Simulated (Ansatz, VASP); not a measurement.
One calculation of Si5Sn, two programs

```
CELL_PARAMETERS angstrom
5.78543 0.00000 0.00000
-2.89271 5.01033 0.00000
0.00000 0.00000 3.75647
ATOMIC_POSITIONS crystal
Si 0.33333 0.66667 0.00000
Si 0.66667 0.33333 0.00000
Si 0.50000 0.00000 0.50000
Si 0.50000 0.50000 0.50000
Si 0.00000 0.50000 0.50000
Sn 0.00000 0.00000 0.00000
```

Change from the starting cell: species swapped into the YFe5 type (P6/mmm, No. 191).

Alike in both runs: functional PBE; k mesh 6 × 6 × 4; occupations gaussian, width 0.1 eV; no spin polarisation.

Ansatz relaxed the structure, and its values are those at the end. VASP's run is a single point on that final structure, the one shown.

|  | VASP | Ansatz |
| --- | --- | --- |
| version | VASP 6.6.1 | Ansatz 0.2.0 |
| potentials or method | VASP PAW PBE potentials, release 64 (Si, Sn_d), cutoff 520 eV | scalar-relativistic, plane waves, PAW |
| valence electrons in the cell | 34 | 34 |

```tsv
	VASP	Ansatz	Ansatz less VASP
gap on the k mesh at the Fermi level (eV)	none	none	-
pressure (GPa)	-0.3	-0.2	+0.06
```

A gap of «none» marks a metal or a gap that the smearing closes.

The k mesh is coarse, so the values compare programs but aren't converged.
